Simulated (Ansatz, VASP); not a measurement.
## TiO: VASP beside Ansatz

The input INCAR:

```
SYSTEM = TiO
ALGO = Normal
EDIFF = 1E-6
ENCUT = 520
GGA = PS
ISIF = 2
ISMEAR = 0
LASPH = .True.
LCHARG = .False.
LREAL = .False.
LWAVE = .False.
NBANDS = 36
NELM = 80
PREC = Accurate
SIGMA = 0.15
```

The input KPOINTS:

```
k-points
0
Gamma
  12 12 12
  0 0 0
```

POSCAR

```
TiO
1.0
    4.0335084229      0.0705863974      0.0000000000
    0.0705863974      4.0335084229      0.0000000000
    0.0000000000      0.0000000000      4.0335084229
Ti O
3 3
Direct
    0.5000000000      0.5000000000      0.0000000000
    0.0000000000      0.5000000000      0.5000000000
    0.5000000000      0.0000000000      0.5000000000
    0.0000000000      0.5000000000      0.0000000000
    0.5000000000      0.0000000000      0.0000000000
    0.0000000000      0.0000000000      0.5000000000
```

Input for Ansatz:

```yaml
crystal:
  lattice:
    - [4.0335084229, 0.0705863974, 0.0]
    - [0.0705863974, 4.0335084229, 0.0]
    - [0.0, 0.0, 4.0335084229]
  atoms:
    - { symbol: Ti, position: [0.5, 0.5, 0.0] }
    - { symbol: Ti, position: [0.0, 0.5, 0.5] }
    - { symbol: Ti, position: [0.5, 0.0, 0.5] }
    - { symbol: O, position: [0.0, 0.5, 0.0] }
    - { symbol: O, position: [0.5, 0.0, 0.0] }
    - { symbol: O, position: [0.0, 0.0, 0.5] }
basis:
  ecutwfc: 420
kpoints:
  mp_grid: { grid: [12, 12, 12] }
hamiltonian:
  xc: pbesol
scf:
  occupations: { method: gaussian, width: 0.15 }
output:
  forces: true
  stress: true
  eigenvalues: true
```

Change from the starting cell: strain +0.0350 x Voigt [0, 0, 0, 0, 0, 1], atoms carried along.

Alike in both runs: task single point; functional PBEsol; k mesh 12 × 12 × 12; occupations gaussian, width 0.15 eV; no spin polarisation.

|  | VASP | Ansatz |
| --- | --- | --- |
| version | VASP 6.6.1 | Ansatz 0.2.0 |
| potentials or method | VASP PAW PBE potentials, release 64 (Ti_sv, O), cutoff 520 eV | scalar-relativistic, plane waves, PAW |
| valence electrons in the cell | 54 | 54 |

Ansatz gave:

```
gap on the k mesh at the Fermi level (eV)                     : none
pressure (GPa)                                                : 0.1
traceless stress, the component that is largest in VASP (GPa) : -1.96
```

**Question.** What did VASP give for the same quantities?

**Answer.** gap on the k mesh at the Fermi level (eV): none; pressure (GPa): 0.6; traceless stress, the component that is largest in VASP (GPa): -1.94.

VASP's potentials were made for PBE, not for PBEsol. A gap of «none» marks a metal or a gap that the smearing closes. The functional is the same, so the differences come from potentials, cutoffs and numerics.
